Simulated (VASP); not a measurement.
# Al4B3Sb (P-3m1) in VASP: a series of runs, part 2 of 2

VASP 6.6.1. The steps go on from the part before.

## Step 3: Relaxation of cell and atoms, PBE

This run uses another cell than the first one, of 14.07 Å³/atom.

INCAR reads:

```
PREC     = Accurate       # precision mode
ENCUT    = 600            # plane-wave cutoff, eV
EDIFF    = 1E-6           # SCF threshold, eV
ISMEAR   = 0              # smearing method
SIGMA    = 0.1            # smearing width, eV
LREAL    = F              # projectors in reciprocal space
LASPH    = T              # aspherical terms in the spheres
NELM     = 100            # most SCF steps
ALGO     = Normal         # electronic algorithm
ISIF     = 3              # what is computed and relaxed
LWAVE    = F              # write WAVECAR
LCHARG   = F              # write CHGCAR
GGA      = PE             # functional
IBRION   = 2              # ionic algorithm
NSW      = 100            # ionic steps
EDIFFG   = -0.01          # ionic threshold
```

KPOINTS reads:

```
Automatic mesh
0
Gamma
  12 12 4
```

POSCAR reads:

```
Al4B3Sb
1.0
    3.5156088108      0.0000000000      0.0000000000
   -1.7578044054      3.0446065399      0.0000000000
    0.0000000000      0.0000000000     10.5193874026
Al B Sb
4 3 1
Direct
    0.3333333333      0.6666666667      0.7887289840
    0.3333333333      0.6666666667      0.3932112648
    0.6666666667      0.3333333333      0.2112710160
    0.6666666667      0.3333333333      0.6067887352
    0.0000000000      0.0000000000      0.5000000000
    0.0000000000      0.0000000000      0.3283588807
    0.0000000000      0.0000000000      0.6716411193
    0.0000000000      0.0000000000      0.0000000000
```

Potentials or basis: VASP PAW PBE potentials, release 64 (Al, B, Sb).

The run is started by

```
$ cat potpaw_PBE.64/Al/POTCAR potpaw_PBE.64/B/POTCAR potpaw_PBE.64/Sb/POTCAR > POTCAR
$ mpirun -np 1 vasp_std > vasp.out
```

OUTCAR:

```text
PREC = Accurate
   ENCUT = 600
   EDIFF = 1E-6
   ISMEAR = 0
   LREAL = F
   LASPH = T
   NELM = 100
   ISIF = 3
   GGA = PE
   IBRION = 2
   NSW = 100
   EDIFFG = -0.01

 ion  position               nearest neighbor table
   1  0.333  0.667  0.789-   7 2.37   7 2.37   7 2.37   4 2.79   4 2.79   4 2.79   8 3.01   8 3.01
                             8 3.01
   2  0.333  0.667  0.393-   6 2.14   6 2.14   6 2.14   5 2.32   5 2.32   5 2.32   3 2.79   3 2.79
                             3 2.79   4 3.03   4 3.03   4 3.03
   3  0.667  0.333  0.211-   6 2.37   6 2.37   6 2.37   2 2.79   2 2.79   2 2.79   8 3.01   8 3.01
                             8 3.01
   4  0.667  0.333  0.607-   7 2.14   7 2.14   7 2.14   5 2.32   5 2.32   5 2.32   1 2.79   1 2.79
                             1 2.79   2 3.03   2 3.03   2 3.03
   5  0.000  0.000  0.500-   6 1.81   7 1.81   2 2.32   4 2.32   2 2.32   4 2.32   4 2.32   2 2.32

   6  0.000  0.000  0.328-   5 1.81   2 2.14   2 2.14   2 2.14   3 2.37   3 2.37   3 2.37
   7  0.000  0.000  0.672-   5 1.81   4 2.14   4 2.14   4 2.14   1 2.37   1 2.37   1 2.37
   8  0.000  0.000  0.000-   1 3.01   3 3.01   1 3.01   3 3.01   3 3.01   1 3.01

  LATTYP: Found a hexagonal cell.
 ALAT       =     3.5156088108
 C/A-ratio  =     2.9921950845

  Lattice vectors:

 A1 = (   3.5156088108,   0.0000000000,   0.0000000000)
 A2 = (  -1.7578044054,   3.0446065399,   0.0000000000)
 A3 = (   0.0000000000,   0.0000000000,  10.5193874026)

Analysis of symmetry for initial positions (statically):
=====================================================================
 Subroutine PRICEL returns:
 Original cell was already a primitive cell.

 Routine SETGRP: Setting up the symmetry group for a
 hexagonal supercell.

 Subroutine GETGRP returns: Found 12 space group operations
 (whereof 12 operations were pure point group operations)
 out of a pool of 24 trial point group operations.

The static configuration has the point symmetry D_3d.

Analysis of symmetry for dynamics (positions and initial velocities):
[... 151 lines left out ...]
   IVDW    =     0    specifies the selected vdW correction
   LEPSILON=     F    determine dielectric tensor
   LRPA    =     F    only Hartree local field effects (RPA)
 conjugate gradient relaxation of ions
 non-spin polarized calculation
 Gauss-broadening in eV      SIGMA  =   0.10
  energy-cutoff  :      600.00
  volume of cell :      112.60
 maximum number of plane-waves:      3780
   NGX = 13   NGY = 13   NGZ = 43

--------------------------------------- Ionic step        1  -------------------------------------------

 number of electron      26.0000000 magnetization

 Free energy of the ion-electron system (eV)
  ---------------------------------------------------
  ext. energy  EPLUGINS =         0.00000000
  ---------------------------------------------------
  free energy    TOTEN  =       -37.78501647 eV

  energy without entropy =      -37.77494920  energy(sigma->0) =      -37.77998284

------------------------ aborting loop because EDIFF is reached ----------------------------------------

  FORCE on cell =-STRESS in cart. coord.  units (eV):
  Direction    XX          YY          ZZ          XY          YZ          ZX
  --------------------------------------------------------------------------------------
  -------------------------------------------------------------------------------------
  Total       -0.0661145     -0.0661145     -0.0427931      0.0000000     -0.0000000      0.0000000
  in kB       -0.9407741     -0.9407741     -0.6089223      0.0000000     -0.0000000      0.0000000
  external PRESSURE =      -0.8301568 kB  Pullay stress =       0.0000000 kB
[... 197 lines left out ...]
--------------------------------------- Ionic step        6  -------------------------------------------

 number of electron      26.0000000 magnetization

 Free energy of the ion-electron system (eV)
  ---------------------------------------------------
  ext. energy  EPLUGINS =         0.00000000
  ---------------------------------------------------
  free energy    TOTEN  =       -37.79174329 eV

  energy without entropy =      -37.78219346  energy(sigma->0) =      -37.78696837

 E-fermi :   8.2029     XC(G=0): -10.5497

 val. band max:        8.1945928613   @ k =   0.4167  -0.0000   0.0000
 cond. band min:       8.2072066849   @ k =   0.3333   0.3333   0.0000
 fundamental gap:      0.0126138237
 Fermi energy:         8.2028849980

 k-point     1 :       0.0000    0.0000    0.0000
  band No.  band energies     occupation
      1      -5.3343      2.00000
      2      -3.5900      2.00000
      3      -3.5450      2.00000
      4       0.1421      2.00000
      5       0.9592      2.00000
      6       5.3100      2.00000
[... 481 lines left out ...]
      5       2.1116      2.00000
      6       3.9433      2.00000
[... 10 lines left out ...]
     17      11.1377      0.00000
     18      11.3730      0.00000

 [... further k-points ...]

------------------------ aborting loop because EDIFF is reached ----------------------------------------

  FORCE on cell =-STRESS in cart. coord.  units (eV):
  Direction    XX          YY          ZZ          XY          YZ          ZX
  --------------------------------------------------------------------------------------
  -------------------------------------------------------------------------------------
  Total       -0.0200220     -0.0200220      0.0167400      0.0000000     -0.0000000      0.0000000
  in kB       -0.2865482     -0.2865482      0.2395775      0.0000000     -0.0000000      0.0000000
  external PRESSURE =      -0.1111729 kB  Pullay stress =       0.0000000 kB
[... 23 lines left out ...]
  FREE ENERGIE OF THE ION-ELECTRON SYSTEM (eV)
  ---------------------------------------------------
  free  energy   TOTEN  =       -37.7917432854 eV

  energy  without entropy=      -37.7821934551  energy(sigma->0) =      -37.78696837

 reached required accuracy - stopping structural energy minimisation
```

CONTCAR:

```text
Al4B3Sb
   1.00000000000000
     3.5106078081239307    0.0000000000000000    0.0000000000000000
    -1.7553039040619653    3.0402755445382206    0.0000000000000000
    -0.0000000000000000   -0.0000000000000000   10.4887894207822239
  Al              B               Sb
     4     3     1
Direct
     0.3333333332999970    0.6666666667000030    0.7897821357657401
     0.3333333332999970    0.6666666667000030    0.3937396640526404
     0.6666666667000030    0.3333333332999970    0.2102178642342600
     0.6666666667000030    0.3333333332999970    0.6062603359473594
     0.0000000000000000    1.0000000000000000    0.5000000000000000
     1.0000000000000000    1.0000000000000000    0.3252863482561457
     0.0000000000000000    0.0000000000000000    0.6747136517438544
     0.0000000000000000    1.0000000000000000    0.0000000000000000

  0.00000000E+00  0.00000000E+00  0.00000000E+00
  0.00000000E+00  0.00000000E+00  0.00000000E+00
  0.00000000E+00  0.00000000E+00  0.00000000E+00
  0.00000000E+00  0.00000000E+00  0.00000000E+00
  0.00000000E+00  0.00000000E+00  0.00000000E+00
  0.00000000E+00  0.00000000E+00  0.00000000E+00
  0.00000000E+00  0.00000000E+00  0.00000000E+00
  0.00000000E+00  0.00000000E+00  0.00000000E+00
```

It took 12 min on 1 thread of Intel Xeon 8259CL, shared host; peak memory 0.38 GiB.

Results:

| Item | Value |
| --- | --- |
| Free energy | -37.7917 eV |
| Relaxed volume | 13.99 Å³/atom |
| Relaxed cell | a = 3.511 Å, b = 3.511 Å, c = 10.489 Å, α = 90.00°, β = 90.00°, γ = 120.00° |
| Space group after relaxing (to 0.1 Å) | P-3m1 (No. 164) |
| Energy gained by relaxing | 0.8 meV/atom |
| Ionic steps | 6 |
| Pressure after relaxing | 0.0 GPa |
| Largest force after relaxing | 0.010 eV/Å |
| Band gap on the k mesh | zero (bands 13 and 14 overlap by 4.28 eV) |

Forces on the atoms (eV/Å):
```
Al   0.000  0.000  0.010
Al   0.000  0.000  0.001
Al   0.000  0.000 -0.010
Al   0.000  0.000 -0.001
B    0.000  0.000  0.000
B    0.000  0.000  0.001
B    0.000  0.000 -0.001
Sb   0.000  0.000  0.000
```

The path:
```csv
step,energy change (eV),largest force (eV/Å),pressure (GPa),volume (Å³)
1,0.0000,0.1689,-0.08,112.60
2,-0.0031,0.1232,-0.13,112.48
3,-0.0061,0.0411,-0.22,112.20
4,-0.0066,0.0162,0.22,111.71
5,-0.0066,0.0190,0.10,111.85
6,-0.0067,0.0096,-0.01,111.95
```

Final structure:
```yaml
crystal:
  lattice:
    - [3.51061, 0.00000, 0.00000]
    - [-1.75530, 3.04028, 0.00000]
    - [0.00000, 0.00000, 10.48879]
  atoms:
    - { symbol: Al, position: [0.33333, 0.66667, 0.78978] }
    - { symbol: Al, position: [0.33333, 0.66667, 0.39374] }
    - { symbol: Al, position: [0.66667, 0.33333, 0.21022] }
    - { symbol: Al, position: [0.66667, 0.33333, 0.60626] }
    - { symbol: B, position: [0.00000, 0.00000, 0.50000] }
    - { symbol: B, position: [0.00000, 0.00000, 0.32529] }
    - { symbol: B, position: [0.00000, 0.00000, 0.67471] }
    - { symbol: Sb, position: [0.00000, 0.00000, 0.00000] }
```

Levels at points of the mesh, in eV from the Fermi level:
```csv
k point,band 10,band 11,band 12,band 13,band 14,band 15,band 16,band 17
"(0.00, 0.00, 0.00)",-0.56,-0.51,1.96,2.20,2.20,2.95,2.95,3.37
"(0.50, 0.00, 0.00)",-3.61,-2.34,-1.52,-0.66,-0.14,-0.11,1.32,1.64
"(0.00, 0.00, 0.50)",-0.59,1.03,1.80,2.53,2.53,2.78,2.78,3.17
"(0.50, 0.00, 0.50)",-3.56,-2.39,-1.62,-0.29,-0.17,0.48,0.57,1.47
```

Caveat: spin-orbit coupling is left out, which moves the levels of the heavy elements.
